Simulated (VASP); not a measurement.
# MgO (P1) in VASP: notebook

Runs on MgO. Level: PBE. Tasks: single point.

Program: VASP 6.6.1. These are calculated values, not measurements. Logs are shortened: lines on timing, memory, paths and dates and some standing lists are left out, and cuts for length are marked.

## 1. The cell of the first run

The typed cell holds 4 atoms: a = 3.308 Å, b = 3.308 Å, c = 4.983 Å, α = 90.00°, β = 90.00°, γ = 120.00°.

## 2. Single point, PBE (all O atoms moved -0.300 Å, as atom 3 along Cartesian [1 1 1])

Contents of INCAR:

```
SYSTEM = MgO
PREC = Accurate
ENCUT = 520
EDIFF = 1E-6
ISMEAR = 0
SIGMA = 0.05
LREAL = .False.
LASPH = .True.
NELM = 100
ALGO = Normal
ISIF = 2
LWAVE = .False.
LCHARG = .False.
GGA = PE
NBANDS = 16
```

Contents of KPOINTS:

```
regular mesh
0
Gamma
  9 9 6
  0 0 0
```

Contents of POSCAR:

```
MgO
1.0
    3.3077869865      0.0000000000      0.0000000000
   -1.6538934933      2.8646275606      0.0000000000
    0.0000000000      0.0000000000      4.9828816700
Mg O
2 2
Direct
    0.3333333333      0.6666666667      0.0021597400
    0.6666666667      0.3333333333      0.5021597400
    0.2507388126      0.6062032811      0.3676802371
    0.5840721460      0.2728699477      0.8676802371
```

Potentials or basis: VASP PAW PBE potentials, release 64 (Mg, O).

Command:

```console
$ cat potpaw_PBE.64/Mg/POTCAR potpaw_PBE.64/O/POTCAR > POTCAR
$ mpirun -np 1 vasp_std > vasp.out
```

OUTCAR:

```text
SYSTEM = MgO
   PREC = Accurate
   ENCUT = 520
   EDIFF = 1E-6
   ISMEAR = 0
   LREAL = .False.
   LASPH = .True.
   NELM = 100
   ISIF = 2
   GGA = PE

 ion  position               nearest neighbor table
   1  0.333  0.667  0.002-   3 1.84   4 1.87   4 1.98   4 2.25   2 3.14   2 3.14   2 3.14   2 3.14
                             2 3.14   2 3.14
   2  0.667  0.333  0.502-   3 1.80   4 1.84   3 2.10   3 2.19   1 3.14   1 3.14   1 3.14   1 3.14
                             1 3.14   1 3.14
   3  0.251  0.606  0.368-   2 1.80   1 1.84   2 2.10   2 2.19
   4  0.584  0.273  0.868-   2 1.84   1 1.87   1 1.98   1 2.25

  LATTYP: Found a hexagonal cell.
 ALAT       =     3.3077869865
 C/A-ratio  =     1.5064094787

  Lattice vectors:

 A1 = (   3.3077869865,   0.0000000000,   0.0000000000)
 A2 = (  -1.6538934933,   2.8646275606,   0.0000000000)
 A3 = (   0.0000000000,   0.0000000000,   4.9828816700)

Analysis of symmetry for initial positions (statically):
=====================================================================
 Subroutine PRICEL returns:
 Original cell was already a primitive cell.

 Routine SETGRP: Setting up the symmetry group for a
 hexagonal supercell.

 Subroutine GETGRP returns: Found  1 space group operations
 (whereof  1 operations were pure point group operations)
 out of a pool of 24 trial point group operations.

The static configuration has the point symmetry C_1 .

Analysis of symmetry for dynamics (positions and initial velocities):
=====================================================================
 Subroutine PRICEL returns:
 Original cell was already a primitive cell.

 Routine SETGRP: Setting up the symmetry group for a
 hexagonal supercell.

 Subroutine GETGRP returns: Found  1 space group operations
 (whereof  1 operations were pure point group operations)
 out of a pool of 24 trial point group operations.

The dynamic configuration has the point symmetry C_1 .

 Subroutine INISYM returns: Found  1 space group operations
 (whereof  1 operations are pure point group operations),
 and found     1 'primitive' translations

----------------------------------------------------------------------------------------

                                     Primitive cell

  volume of cell :      47.2157

  direct lattice vectors                    reciprocal lattice vectors
     3.307786987  0.000000000  0.000000000     0.302316928  0.174542760  0.000000000
    -1.653893493  2.864627561  0.000000000     0.000000000  0.349085519  0.000000000
     0.000000000  0.000000000  4.982881670     0.000000000  0.000000000  0.200687086

  length of vectors
[... 87 lines left out ...]
   LREAL  =      F    real-space projection
   EDIFFG = 0.1E-04   stopping-criterion for IOM
   NSW    =      0    number of steps for IOM
   IBRION =     -1    ionic relax: 0-MD 1-quasi-New 2-CG
   NFREE  =      0    steps in history (QN), initial steepest desc. (CG)
   ISIF   =      2    stress and relaxation
   ISYM   =      2    0-nonsym 1-usesym 2-fastsym
   POTIM  = 0.5000    time-step for ionic-motion
   TEBEG  =    0.0;   TEEND  =   0.0 temperature during run
   PSTRESS=    0.0 pullay stress
   NELECT =      16.0000    total number of electrons
   NUPDOWN=      -1.0000    fix difference up-down
   EMIN   =  10.00;   EMAX   =-10.00  energy-range for DOS
   EFERMI =   0.00;   METHOD = LEGACY
   ISMEAR =     0;   SIGMA  =   0.05  broadening in eV -4-tet -1-fermi 0-gaus
   EFERMI_NEDOS =   21; number of points for ismear=-14 and -15
   IALGO  =     38    algorithm
   IMIX   =      4    mixing-type and parameters
     AMIX     =   0.40;   BMIX     =  1.00
     AMIX_MAG =   1.60;   BMIX_MAG =  1.00
  volume/ion in A,a.u.               =      11.80        79.66
  Fermi-wavevector in a.u.,A,eV,Ry     =   1.141351  2.156842 17.724080  1.302683
  Thomas-Fermi vector in A             =   2.278052
   LORBIT       =      0    0 simple, 1 ext, 2 COOP (PROOUT), +10 PAW based schemes
   GGA     = PE    functional components
   LHFCALC =     F    Hartree Fock is set to
   AEXX    =    0.0000 exact exchange contribution
   IVDW    =     0    specifies the selected vdW correction
   LEPSILON=     F    determine dielectric tensor
   LRPA    =     F    only Hartree local field effects (RPA)
 non-spin polarized calculation
 Gauss-broadening in eV      SIGMA  =   0.05
  energy-cutoff  :      520.00
  volume of cell :       47.22
 maximum number of plane-waves:      1303
 NGX is ok and might be reduce to    28
   NGX = 13   NGY = 13   NGZ = 19

 number of electron      16.0000003 magnetization

 Free energy of the ion-electron system (eV)
  ---------------------------------------------------
  ext. energy  EPLUGINS =         0.00000000
  ---------------------------------------------------
  free energy    TOTEN  =       -22.82087073 eV

  energy without entropy =      -22.82087073  energy(sigma->0) =      -22.82087073

 E-fermi :   1.2495     XC(G=0):  -9.7230

 val. band max:        1.0477237655   @ k =   0.0000   0.0000   0.0000
 cond. band min:       4.5179235044   @ k =   0.0000   0.0000   0.0000
 fundamental gap:      3.4701997389
 Fermi energy:         1.2495015687

 k-point     1 :       0.0000    0.0000    0.0000
  band No.  band energies     occupation
      1     -15.1521      2.00000
      2     -14.3364      2.00000
      3      -2.1276      2.00000
      4       0.3584      2.00000
      5       0.3872      2.00000
      6       0.7318      2.00000
[... 433 lines left out ...]
      3      -1.6880      2.00000
      4      -0.9824      2.00000
      5      -0.7966      2.00000
      6      -0.1854      2.00000
[... 8 lines left out ...]
     15      15.3695      0.00000
     16      17.1925      0.00000

 [... further k-points ...]
[... 5 lines left out ...]
  --------------------------------------------------------------------------------------
  -------------------------------------------------------------------------------------
  Total        1.2646034      1.0997351      6.8216444      0.6859543     -1.9342295     -1.9492905
  in kB       42.9119894     37.3174874    231.4799538     23.2765973    -65.6345191    -66.1455878
  external PRESSURE =     103.9031435 kB  Pullay stress =       0.0000000 kB

 VOLUME and BASIS-vectors are now :
 -----------------------------------------------------------------------------
  energy-cutoff  :      520.00
  volume of cell :       47.22
      direct lattice vectors                 reciprocal lattice vectors
     3.307786987  0.000000000  0.000000000     0.302316928  0.174542760  0.000000000
    -1.653893493  2.864627561  0.000000000     0.000000000  0.349085519  0.000000000
     0.000000000  0.000000000  4.982881670     0.000000000  0.000000000  0.200687086

 POSITION                                       TOTAL-FORCE (eV/Angst)
 -----------------------------------------------------------------------------------
     -0.00000      1.90975      0.01076        -0.454717     -1.255510     -1.335618
      1.65389      0.95488      2.50220        -2.111239     -1.287873     -1.131335
     -0.17321      1.73655      1.83211         2.100065      1.288745      1.123673
      1.48069      0.78167      4.32355         0.465892      1.254638      1.343280
 -----------------------------------------------------------------------------------
    total drift:                                0.000503      0.000434      0.000892

  FREE ENERGIE OF THE ION-ELECTRON SYSTEM (eV)
  ---------------------------------------------------
  free  energy   TOTEN  =       -22.8208707303 eV

  energy  without entropy=      -22.8208707303  energy(sigma->0) =      -22.82087073
```

OSZICAR:

```text
N       E                     dE             d eps       ncg     rms          rms(c)
DAV:   1     0.622835537041E+02    0.62284E+02   -0.75303E+03  7824   0.883E+02
DAV:   2    -0.233667646484E+02   -0.85650E+02   -0.78818E+02 10896   0.197E+02
DAV:   3    -0.274439709719E+02   -0.40772E+01   -0.40676E+01  8824   0.448E+01
DAV:   4    -0.274605421380E+02   -0.16571E-01   -0.16571E-01  9832   0.338E+00
DAV:   5    -0.274606238162E+02   -0.81678E-04   -0.81678E-04  9088   0.225E-01    0.122E+01
DAV:   6    -0.228910258677E+02    0.45696E+01   -0.13095E+01  7808   0.271E+01    0.394E+00
DAV:   7    -0.228334080105E+02    0.57618E-01   -0.16974E-01  7912   0.330E+00    0.224E+00
DAV:   8    -0.228222341708E+02    0.11174E-01   -0.10014E-01  8520   0.342E+00    0.478E-01
DAV:   9    -0.228198989653E+02    0.23352E-02   -0.60546E-03  9912   0.688E-01    0.122E-01
DAV:  10    -0.228208347021E+02   -0.93574E-03   -0.94108E-04  7928   0.235E-01    0.239E-02
DAV:  11    -0.228208651944E+02   -0.30492E-04   -0.54745E-05  8968   0.628E-02    0.139E-02
DAV:  12    -0.228208702336E+02   -0.50392E-05   -0.16291E-05  7904   0.324E-02    0.756E-03
DAV:  13    -0.228208707303E+02   -0.49670E-06   -0.10187E-06  6440   0.912E-03
   1 F= -.22820871E+02 E0= -.22820871E+02  d E =-.491517E-11
```

Wall time 92 s (1 thread of Intel Xeon Platinum 8488C (Sapphire Rapids), shared host); peak memory 0.3 GiB.

Results:

```
Free energy            : -22.8209 eV
Pressure               : 10.4 GPa
Largest force          : 2.720 eV/Å
Band gap on the k mesh : 3.47 eV
```

Forces in eV/Å, atoms in the order of the input:
```
Mg  -0.455 -1.256 -1.336
Mg  -2.111 -1.288 -1.131
O    2.100  1.289  1.124
O    0.466  1.255  1.343
```

Stress tensor (GPa, compression positive):
```
 4.29  2.33 -6.61
 2.33  3.73 -6.56
-6.61 -6.56 23.15
```

Levels at points of the mesh, in eV from the valence-band top:
| k point | band 5 | band 6 | band 7 | band 8 | band 9 | band 10 | band 11 | band 12 |
| --- | --- | --- | --- | --- | --- | --- | --- | --- |
| (0.00, 0.00, 0.00) | -0.66 | -0.32 | -0.20 | 0.00 | 3.47 | 8.21 | 10.22 | 14.06 |
| (0.00, 0.00, 0.50) | -0.64 | -0.60 | -0.25 | -0.21 | 5.83 | 5.84 | 13.09 | 13.13 |

Caveat: the cell differs from its parent crystal (all O atoms moved -0.300 Å, as atom 3 along Cartesian [1 1 1]); the stress differs along the axes, from 4 to 23 GPa; forces of over 1 eV/Å act on the atoms, so gaps and moduli don't describe the material at rest.

## 3. Single point, PBE (all O atoms moved +0.225 Å, as atom 3 along Cartesian [1 1 1])

Contents of INCAR:

```
ALGO = Normal
EDIFF = 1E-7
ENCUT = 520
GGA = PE
ISIF = 2
ISMEAR = 0
LASPH = True
LCHARG = False
LREAL = False
LWAVE = False
NBANDS = 16
NELM = 60
PREC = Accurate
SIGMA = 0.05
```

Contents of KPOINTS:

```
k-points
0
Gamma
  9 9 6
```

Edit POSCAR of step 2 so:

```diff
@@ -10,3 +10,3 @@
     0.6666666667      0.3333333333      0.5021597400
-    0.2507388126      0.6062032811      0.3676802371
-    0.5840721460      0.2728699477      0.8676802371
+    0.3952792239      0.7120142059      0.4285102771
+    0.7286125572      0.3786808725      0.9285102771
```

Potentials or basis: VASP PAW PBE potentials, release 64 (Mg, O).

Command:

```console
$ cat potpaw_PBE.64/Mg/POTCAR potpaw_PBE.64/O/POTCAR > POTCAR
$ mpirun -np 1 vasp_std > vasp.out
```

Wall time 98 s (1 thread of Intel Xeon Platinum 8488C (Sapphire Rapids), shared host); peak memory 0.31 GiB.

Results (log left out):

| Property | Result |
| --- | --- |
| Free energy | -23.0010 eV |
| Pressure | 6.8 GPa |
| Largest force | 3.191 eV/Å |
| Band gap on the k mesh | 3.23 eV |

Forces on the atoms (eV/Å):
```
Mg   2.526  1.753  0.853
Mg   0.970  1.733  0.771
O   -0.970 -1.732 -0.769
O   -2.526 -1.753 -0.855
```

Stress tensor (GPa, compression positive):
```
12.25  2.06  3.08
 2.06 11.92  3.06
 3.08  3.06 -3.89
```

Levels at points of the mesh, in eV from the valence-band top:
```csv
k point,band 4,band 5,band 6,band 7,band 8,band 9,band 10,band 11,band 12,band 13
"(0.00, 0.00, 0.00)",-1.09,-1.06,-0.63,-0.62,0.00,3.23,8.47,10.14,13.96,14.03
"(0.00, 0.00, 0.50)",-2.16,-1.01,-0.97,-0.71,-0.68,5.86,5.86,12.87,12.90,14.31
```

Caveat: the cell differs from its parent crystal (all O atoms moved +0.225 Å, as atom 3 along Cartesian [1 1 1]); the stress differs along the axes, from -4 to 12 GPa; forces of over 1 eV/Å act on the atoms, so gaps and moduli don't describe the material at rest.

## 4. Single point, PBE (all O atoms moved -0.225 Å, as atom 3 along Cartesian [1 1 1])

Contents of INCAR:

```
SYSTEM = MgO
PREC = Accurate
ENCUT = 520
EDIFF = 1E-6
ISMEAR = 0
SIGMA = 0.05
LREAL = .FALSE.
LASPH = .TRUE.
NELM = 100
ALGO = Normal
ISIF = 2
LWAVE = .FALSE.
LCHARG = .TRUE.
GGA = PE
LELF = .TRUE.
LVHAR = .TRUE.
NBANDS = 16
```

Contents of KPOINTS:

```
Automatic mesh
0
G
  9 9 6
  0 0 0
```

Edit POSCAR of step 3 so:

```diff
@@ -10,3 +10,3 @@
     0.6666666667      0.3333333333      0.5021597400
-    0.3952792239      0.7120142059      0.4285102771
-    0.7286125572      0.3786808725      0.9285102771
+    0.2713874428      0.6213191275      0.3763702429
+    0.6047207761      0.2879857941      0.8763702429
```

Command:

```console
$ cat potpaw_PBE.64/Mg/POTCAR potpaw_PBE.64/O/POTCAR > POTCAR
$ mpirun -np 1 vasp_std > vasp.out
```

It took 89 s on 1 thread of Intel Xeon Platinum 8488C (Sapphire Rapids), shared host; peak memory 0.3 GiB.

The run converged. Its results:

| Property | Result |
| --- | --- |
| Free energy | -23.1146 eV |
| Pressure | 7.5 GPa |
| Largest force | 2.044 eV/Å |
| Band gap on the k mesh | 3.53 eV |

Forces on the atoms (eV/Å):
```
Mg  -0.542 -1.028 -0.952
Mg  -1.532 -1.040 -0.866
O    1.526  1.040  0.863
O    0.548  1.028  0.956
```

Stress tensor (GPa, compression positive):
```
 2.88  1.39 -4.41
 1.39  2.68 -4.40
-4.41 -4.40 16.89
```

Levels at points of the mesh, in eV from the valence-band top:
| k point | band 6 | band 7 | band 8 | band 9 | band 10 | band 11 |
| --- | --- | --- | --- | --- | --- | --- |
| (0.00, 0.00, 0.00) | -0.28 | -0.22 | 0.00 | 3.53 | 8.34 | 10.32 |
| (0.00, 0.00, 0.50) | -0.57 | -0.29 | -0.27 | 5.93 | 5.93 | 13.21 |

Caveat: the cell differs from its parent crystal (all O atoms moved -0.225 Å, as atom 3 along Cartesian [1 1 1]); the stress differs along the axes, from 3 to 17 GPa; forces of over 1 eV/Å act on the atoms, so gaps and moduli don't describe the material at rest.

## 5. The runs side by side

| cell | gap on the mesh (eV) | pressure (GPa) | largest force (eV/Å) |
| --- | --- | --- | --- |
| as given, atomic positions A | 3.47 | 10.4 | 2.72 |
| as given, atomic positions B | 3.23 | 6.8 | 3.19 |
| as given, atomic positions C | 3.53 | 7.5 | 2.04 |

Alike in all rows: task single point; level PBE; potentials or basis VASP PAW PBE potentials, release 64 (Mg, O); no spin polarisation; k mesh 9 × 9 × 6; cutoff (eV) 520; smearing gaussian 0.05 eV.

Caveats: forces of over 1 eV/Å act on the atoms, so gaps and moduli don't describe the material at rest; the stress differs along the axes, from 4 to 23 GPa (at least some runs); the stress differs along the axes, from -4 to 12 GPa (at least some runs); the stress differs along the axes, from 3 to 17 GPa (at least some runs).

Total energies depend on the potentials used, so only differences within one code and one set of settings carry meaning.
